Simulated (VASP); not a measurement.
# Ru in VASP: a series of runs

Runs on Ru. Level: LDA. Tasks: single point.

Program: VASP 6.6.1. These are calculated values, not measurements. Logs are shortened: lines on timing, memory, paths and dates and some standing lists are left out, and cuts for length are marked.

## 1. The cell of the first run

The cell holds a slab with vacuum, 2 atoms: a = 2.675 Å, b = 4.224 Å, c = 16.772 Å, α = 90.00°, β = 90.00°, γ = 90.00°.

## 2. Single point, LDA

INCAR reads:

```
SYSTEM = Ru
ALGO = Normal ; DIPOL = 0.5 0.5 0.500
EDIFF = 1E-6 ; ENCUT = 520
GGA = CA ; IDIPOL = 3
ISIF = 2 ; ISMEAR = -1
LASPH = .TRUE. ; LCHARG = .TRUE.
LDIPOL = .TRUE. ; LELF = .TRUE.
LREAL = .FALSE. ; LVACPOTAV = .TRUE.
LVHAR = .TRUE. ; LWAVE = .FALSE.
NBANDS = 21 ; NELM = 80
PREC = Accurate ; SIGMA = 0.1
```

KPOINTS reads:

```
k-points
0
G
  14 9 1
  0 0 0
```

POSCAR reads:

```
Ru
1.0
    2.6752164047      0.0000000000      0.0000000000
    0.0000000000      4.2244496840      0.0000000000
    0.0000000000      0.0000000000     16.7723000000
Ru
2
Direct
    0.7500000000      0.7500000000      0.4769778607
    0.2500000000      0.2500000000      0.5230221393
```

Potentials or basis: VASP PAW LDA potentials, release 64 (Ru_pv).

On the command line:

```sh
> cat potpaw_LDA.64/Ru_pv/POTCAR > POTCAR
> mpirun -np 1 vasp_std > vasp.out
```

OUTCAR:

```text
SYSTEM = Ru
   EDIFF = 1E-6
   ENCUT = 520
   GGA = CA
   ISIF = 2
   ISMEAR = -1
   LASPH = .TRUE.
   LREAL = .FALSE.
   NELM = 80
   PREC = Accurate

 ion  position               nearest neighbor table
   1  0.750  0.750  0.477-   2 2.62   2 2.62   2 2.62   2 2.62
   2  0.250  0.250  0.523-   1 2.62   1 2.62   1 2.62   1 2.62

  LATTYP: Found a simple orthorhombic cell.
 ALAT       =     2.6752164047
 B/A-ratio  =     1.5791057787
 C/A-ratio  =     6.2695114947

  Lattice vectors:

 A1 = (   2.6752164047,   0.0000000000,   0.0000000000)
 A2 = (   0.0000000000,   4.2244496840,   0.0000000000)
 A3 = (   0.0000000000,   0.0000000000,  16.7723000000)

Analysis of symmetry for initial positions (statically):
=====================================================================
 Subroutine PRICEL returns:
 Original cell was already a primitive cell.

 Routine SETGRP: Setting up the symmetry group for a
 simple orthorhombic supercell.

 Subroutine GETGRP returns: Found  8 space group operations
 (whereof  2 operations were pure point group operations)
 out of a pool of  8 trial point group operations.

The static configuration has the point symmetry S_2 .
 The point group associated with its full space group is D_2h.

Analysis of symmetry for dynamics (positions and initial velocities):
=====================================================================
 Subroutine PRICEL returns:
 Original cell was already a primitive cell.

 Routine SETGRP: Setting up the symmetry group for a
 simple orthorhombic supercell.

 Subroutine GETGRP returns: Found  8 space group operations
 (whereof  2 operations were pure point group operations)
 out of a pool of  8 trial point group operations.

The dynamic configuration has the point symmetry S_2 .
 The point group associated with its full space group is D_2h.

 Subroutine INISYM returns: Found  8 space group operations
 (whereof  2 operations are pure point group operations),
 and found     1 'primitive' translations

----------------------------------------------------------------------------------------

                                     Primitive cell

  volume of cell :     189.5491

  direct lattice vectors                    reciprocal lattice vectors
     2.675216405  0.000000000  0.000000000     0.373801536  0.000000000  0.000000000
     0.000000000  4.224449684  0.000000000     0.000000000  0.236717223  0.000000000
     0.000000000  0.000000000 16.772300000     0.000000000  0.000000000  0.059622115

  length of vectors
     2.675216405  4.224449684 16.772300000     0.373801536  0.236717223  0.059622115

  position of ions in fractional coordinates (direct lattice)
     0.750000000  0.750000000  0.476977861
     0.250000000  0.250000000  0.523022139

  ion indices of the primitive-cell ions
   primitive index   ion index
                 1           1
                 2           2

----------------------------------------------------------------------------------------

 KPOINTS: k-points

Automatic generation of k-mesh.
 Grid dimensions read from file:
 generate k-points for:   14    9    1

 Generating k-lattice:

  Cartesian coordinates                     Fractional coordinates (reciprocal lattice)
     0.026700110  0.000000000  0.000000000     0.071428571  0.000000000  0.000000000
     0.000000000  0.026301914  0.000000000     0.000000000  0.111111111  0.000000000
     0.000000000  0.000000000  0.059622115     0.000000000  0.000000000  1.000000000

  Length of vectors
     0.026700110  0.026301914  0.059622115

  Shift w.r.t. Gamma in fractional coordinates (k-lattice)
     0.000000000  0.000000000  0.000000000

 Subroutine IBZKPT returns following result:
 ===========================================

 Found     40 irreducible k-points:

 Following reciprocal coordinates:
            Coordinates               Weight
  0.000000  0.000000  0.000000      1.000000
  0.071429  0.000000  0.000000      2.000000
  0.142857  0.000000  0.000000      2.000000
  0.214286  0.000000  0.000000      2.000000
  0.285714  0.000000  0.000000      2.000000
  0.357143  0.000000  0.000000      2.000000
[... 16 lines left out ...]
  0.428571  0.222222  0.000000      4.000000
  0.500000  0.222222  0.000000      2.000000
 [... further k-points ...]
   k-points           NKPTS =     40   k-points in BZ     NKDIM =     40   number of bands    NBANDS=     21
   number of dos      NEDOS =    301   number of ions     NIONS =      2
   total plane-waves  NPLWV =  80640
   dimension x,y,z NGX =    20 NGY =   32 NGZ =  126
   dimension x,y,z NGXF=    40 NGYF=   64 NGZF=  252
   ions per type =               2
   NGX,Y,Z   is equivalent  to a cutoff of  12.43, 12.59, 12.49 a.u.
   NGXF,Y,Z  is equivalent  to a cutoff of  24.86, 25.19, 24.98 a.u.
 SYSTEM =  Ru
   PREC   = accura    normal or accurate (medium, high low for compatibility)
   ISTART =      0    job   : 0-new  1-cont  2-samecut
   ICHARG =      2    charge: 1-file 2-atom 10-const
   ISPIN  =      1    spin polarized calculation?
   LNONCOLLINEAR =      F non collinear calculations
   LSORBIT =      F    spin-orbit coupling
   LASPH  =      T    aspherical Exc in radial PAW
   ENCUT  =  520.0 eV  38.22 Ry    6.18 a.u.   4.97  7.85 31.19*2*pi/ulx,y,z
   NELM   =     80;   NELMIN=  2; NELMDL= -5     # of ELM steps
   EDIFF  = 0.1E-05   stopping-criterion for ELM
   LREAL  =      F    real-space projection
   EDIFFG = 0.1E-04   stopping-criterion for IOM
   NSW    =      0    number of steps for IOM
   IBRION =     -1    ionic relax: 0-MD 1-quasi-New 2-CG
   NFREE  =      0    steps in history (QN), initial steepest desc. (CG)
   ISIF   =      2    stress and relaxation
   ISYM   =      2    0-nonsym 1-usesym 2-fastsym
   POTIM  = 0.5000    time-step for ionic-motion
   TEBEG  =    0.0;   TEEND  =   0.0 temperature during run
   PSTRESS=    0.0 pullay stress
   NELECT =      28.0000    total number of electrons
   NUPDOWN=      -1.0000    fix difference up-down
   EMIN   =  10.00;   EMAX   =-10.00  energy-range for DOS
   EFERMI =   0.00;   METHOD = LEGACY
   ISMEAR =    -1;   SIGMA  =   0.10  broadening in eV -4-tet -1-fermi 0-gaus
   EFERMI_NEDOS =   21; number of points for ismear=-14 and -15
   IALGO  =     38    algorithm
   IMIX   =      4    mixing-type and parameters
     AMIX     =   0.40;   BMIX     =  1.00
     AMIX_MAG =   1.60;   BMIX_MAG =  1.00
  volume/ion in A,a.u.               =      94.77       639.57
  Fermi-wavevector in a.u.,A,eV,Ry     =   0.865407  1.635382 10.189796  0.748929
  Thomas-Fermi vector in A             =   1.983645
   LORBIT       =      0    0 simple, 1 ext, 2 COOP (PROOUT), +10 PAW based schemes
   GGA     = CA    functional components
   LHFCALC =     F    Hartree Fock is set to
   AEXX    =    0.0000 exact exchange contribution
   IVDW    =     0    specifies the selected vdW correction
   LEPSILON=     F    determine dielectric tensor
   LRPA    =     F    only Hartree local field effects (RPA)
 non-spin polarized calculation
  energy-cutoff  :      520.00
  volume of cell :      189.55
 maximum number of plane-waves:      5150
 NGX is ok and might be reduce to    20
   NGX =  9   NGY = 15   NGZ = 63

 dipolmoment           0.000000      0.000000      0.000000 electrons x Angstroem

 number of electron      27.9999997 magnetization

 dipolmoment           0.000000      0.000000     -0.000000 electrons x Angstroem

 Free energy of the ion-electron system (eV)
  ---------------------------------------------------
  ext. energy  EPLUGINS =         0.00000000
  ---------------------------------------------------
  free energy    TOTEN  =       -16.36801830 eV

  energy without entropy =      -16.18852446  energy(sigma->0) =      -16.27827138

 E-fermi :  -2.9811     XC(G=0):  -3.3154

 val. band max:       -2.9873499119   @ k =   0.3571   0.3333   0.0000
 cond. band min:      -2.9773027305   @ k =   0.2143   0.4444   0.0000
 fundamental gap:      0.0100471814
 Fermi energy:        -2.9810505957

 k-point     1 :       0.0000    0.0000    0.0000
  band No.  band energies     occupation
      1     -45.6723      2.00000
      2     -45.0733      2.00000
      3     -45.0613      2.00000
      4     -45.0518      2.00000
      5     -44.8188      2.00000
      6     -44.7968      2.00000
[... 13 lines left out ...]
     20       2.1385      0.00000
     21       3.1658      0.00000

 k-point     2 :       0.0714    0.0000    0.0000
  band No.  band energies     occupation
      1     -45.6591      2.00000
      2     -45.0998      2.00000
      3     -45.0617      2.00000
      4     -45.0480      2.00000
      5     -44.8267      2.00000
      6     -44.8262      2.00000
[... 13 lines left out ...]
     20       2.6432      0.00000
     21       3.2716      0.00000

 k-point     3 :       0.1429    0.0000    0.0000
  band No.  band energies     occupation
      1     -45.6206      2.00000
      2     -45.1715      2.00000
      3     -45.0691      2.00000
      4     -45.0387      2.00000
      5     -44.9020      2.00000
      6     -44.8506      2.00000
[... 13 lines left out ...]
     20       3.4114      0.00000
     21       3.5858      0.00000

 k-point     4 :       0.2143    0.0000    0.0000
  band No.  band energies     occupation
      1     -45.5596      2.00000
      2     -45.2722      2.00000
      3     -45.1209      2.00000
      4     -45.0256      2.00000
      5     -44.9707      2.00000
      6     -44.8904      2.00000
[... 13 lines left out ...]
     20       3.9710      0.00000
     21       4.1029      0.00000

 k-point     5 :       0.2857    0.0000    0.0000
  band No.  band energies     occupation
      1     -45.4805      2.00000
      2     -45.3792      2.00000
      3     -45.2404      2.00000
      4     -45.0109      2.00000
      5     -44.9863      2.00000
      6     -44.9459      2.00000
[... 13 lines left out ...]
     20       4.7341      0.00000
     21       4.8180      0.00000
[... 382 lines left out ...]
     20       4.0028      0.00000
     21       5.1712      0.00000

 k-point    22 :       0.3571    0.2222    0.0000
  band No.  band energies     occupation
      1     -45.5770      2.00000
      2     -45.4591      2.00000
      3     -45.2373      2.00000
      4     -44.9993      2.00000
      5     -44.9816      2.00000
      6     -44.9655      2.00000
[... 13 lines left out ...]
     20       4.8521      0.00000
     21       6.0515      0.00000

 k-point    23 :       0.4286    0.2222    0.0000
  band No.  band energies     occupation
      1     -45.6100      2.00000
      2     -45.5548      2.00000
      3     -45.1771      2.00000
      4     -45.0315      2.00000
      5     -44.9890      2.00000
      6     -44.9790      2.00000
[... 13 lines left out ...]
     20       5.5093      0.00000
     21       6.5652      0.00000

 k-point    24 :       0.5000    0.2222    0.0000
  band No.  band energies     occupation
      1     -45.6065      2.00000
      2     -45.6065      2.00000
      3     -45.1042      2.00000
      4     -45.1042      2.00000
      5     -44.9816      2.00000
      6     -44.9816      2.00000
[... 13 lines left out ...]
     20       4.7898      0.00000
     21       7.3204      0.00000

 [... further k-points ...]
[... 5 lines left out ...]
  --------------------------------------------------------------------------------------
  -------------------------------------------------------------------------------------
  Total       -8.0285469     -9.8036560     -0.3211629      0.0000000      0.0000000      0.0000000
  in kB      -67.8618742    -82.8661125     -2.7146530      0.0000000      0.0000000      0.0000000
  external PRESSURE =     -51.1475466 kB  Pullay stress =       0.0000000 kB

 VOLUME and BASIS-vectors are now :
 -----------------------------------------------------------------------------
  energy-cutoff  :      520.00
  volume of cell :      189.55
      direct lattice vectors                 reciprocal lattice vectors
     2.675216405  0.000000000  0.000000000     0.373801536  0.000000000  0.000000000
     0.000000000  4.224449684  0.000000000     0.000000000  0.236717223  0.000000000
     0.000000000  0.000000000 16.772300000     0.000000000  0.000000000  0.059622115

 POSITION                                       TOTAL-FORCE (eV/Angst)
 -----------------------------------------------------------------------------------
      2.00641      3.16834      8.00002         0.000000      0.000000      0.388654
      0.66880      1.05611      8.77228         0.000000     -0.000000     -0.388654
 -----------------------------------------------------------------------------------
    total drift:                               -0.000000     -0.000000     -0.000000

  FREE ENERGIE OF THE ION-ELECTRON SYSTEM (eV)
  ---------------------------------------------------
  free  energy   TOTEN  =       -16.3680183032 eV

  energy  without entropy=      -16.1885244628  energy(sigma->0) =      -16.27827138

 vacuum level on the upper side and lower side of the slab         2.638         2.638
```

It took 2.6 min on 1 thread of Intel Xeon Platinum 8124M at 3.00GHz (Skylake/Cascade Lake), shared host; peak memory 0.29 GiB.

Results:

```
Free energy            : -16.3680 eV
Largest force          : 0.389 eV/Å
Band gap on the k mesh : zero (band 14 reaches -2.80 eV, above the bottom of band 15 at -3.33 eV)
```

Forces on the atoms (eV/Å):
```
Ru   0.000  0.000  0.389
Ru   0.000  0.000 -0.389
```

## 3. Single point, LDA

INCAR reads:

```
PREC = Accurate ; ENCUT = 520
EDIFF = 1E-6 ; ISMEAR = -1
SIGMA = 0.1 ; LREAL = False
LASPH = True ; NELM = 100
ALGO = Normal ; ISIF = 2
LWAVE = False ; LCHARG = True
LDIPOL = True ; IDIPOL = 3
DIPOL = 0.5 0.5 0.500 ; LELF = True
LVHAR = True ; LVACPOTAV = True
NBANDS = 21
```

KPOINTS reads:

```
Automatic mesh
0
Gamma
  14 9 1
```

POSCAR reads:

```
Ru
1.0
    2.6752164047      0.0000000000      0.0000000000
    0.0000000000      4.2244496840      0.0000000000
    0.0000000000      0.0000000000     16.7723000000
Ru
2
Direct
    0.7500000000      0.7500000000      0.4792955146
    0.2500000000      0.2500000000      0.5207044854
```

Potentials or basis: VASP PAW LDA potentials, release 64 (Ru_pv).

On the command line:

```sh
> cat potpaw_LDA.64/Ru_pv/POTCAR > POTCAR
> mpirun -np 1 vasp_std > vasp.out
```

It took 2.6 min on 1 thread of Intel Xeon Platinum 8124M at 3.00GHz (Skylake/Cascade Lake), shared host; peak memory 0.29 GiB.

It converged, with:

```
Free energy            : -16.3821 eV
Largest force          : 0.018 eV/Å
Band gap on the k mesh : zero (band 14 reaches -2.87 eV, above the bottom of band 15 at -3.42 eV)
```

Forces in eV/Å, atoms in the order of the input:
```
Ru   0.000  0.000 -0.018
Ru   0.000  0.000  0.018
```

Levels at points of the mesh, in eV from the Fermi level:
```tsv
k point	band 10	band 11	band 12	band 13	band 14	band 15	band 16	band 17	band 18	band 19
(0.00, 0.00, 0.00)	-1.82	-1.57	-1.35	-1.04	-0.51	0.30	0.67	1.17	2.49	5.08
(0.50, 0.00, 0.00)	-3.40	-0.47	-0.47	0.13	0.13	0.50	0.50	4.94	4.94	7.56
```

## 4. Single point, LDA

INCAR reads:

```
SYSTEM = Ru
PREC = Accurate ; ENCUT = 520
EDIFF = 1E-7 ; ISMEAR = -1
SIGMA = 0.1 ; LREAL = .False.
LASPH = .True. ; NELM = 80
ALGO = Normal ; ISIF = 2
LWAVE = .False. ; LCHARG = .False.
LDIPOL = .True. ; IDIPOL = 3
DIPOL = 0.5 0.5 0.500 ; GGA = CA
NBANDS = 21
```

KPOINTS reads:

```
regular mesh
0
Gamma
  14 9 1
  0 0 0
```

POSCAR is that of step 3.

On the command line:

```sh
> cat potpaw_LDA.64/Ru_pv/POTCAR > POTCAR
> mpirun -np 1 vasp_std > vasp.out
```

Run time: 2.7 min. Hardware: 1 thread of Intel Xeon Platinum 8124M at 3.00GHz (Skylake/Cascade Lake), shared host; peak memory 0.29 GiB.

Results (log left out):

```yaml
Free_energy: -16.3821 eV
Largest_force: 0.018 eV/Å
Band_gap_on_the_k_mesh: zero (band 14 reaches -2.87 eV, above the bottom of band 15 at -3.42 eV)
```

Forces in eV/Å, atoms in the order of the input:
```
Ru   0.000  0.000 -0.018
Ru   0.000  0.000  0.018
```

Levels at points of the mesh, in eV from the Fermi level:
```tsv
k point	band 11	band 12	band 13	band 14	band 15	band 16	band 17	band 18
(0.00, 0.00, 0.00)	-1.57	-1.35	-1.04	-0.51	0.30	0.67	1.17	2.49
(0.50, 0.00, 0.00)	-0.47	-0.47	0.13	0.13	0.50	0.50	4.94	4.94
```
